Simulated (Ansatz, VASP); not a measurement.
# Rh in VASP and in Ansatz

```xyz
2
Lattice="2.6668 0.0000 0.0000 -1.3334 2.3095 0.0000 0.0000 0.0000 4.3092" Properties=species:S:1:pos:R:3 pbc="T T T"
Rh    1.3334    0.7698    3.2319
Rh    0.0000    1.5397    1.0773
```

Alike in both runs: functional LDA; k mesh 14 × 14 × 8; no spin polarisation.

Ansatz relaxed the structure, and its values are those at the end. VASP's run is a single point on that final structure, the one shown.

```csv
,VASP,Ansatz
version,VASP 6.6.1,Ansatz 0.2.0
potentials or method,"VASP PAW LDA potentials, release 64 (Rh_pv), cutoff 520 eV","plane waves, PAW"
occupations,"methfessel-paxton of order 1, width 0.1 eV",cold
valence electrons in the cell,30,34
```

|  | VASP | Ansatz | Ansatz less VASP |
| --- | --- | --- | --- |
| pressure (GPa) | 0.9 | 0.0 | -0.93 |

LDA's correlation is that of Perdew and Zunger in VASP and of Perdew and Wang (1992) in Ansatz. VASP's potentials hold 30 valence electrons a cell and Ansatz's 34, so a difference there can come from the potentials and not from the codes. Ansatz's warnings: structure snapped to symmetry.
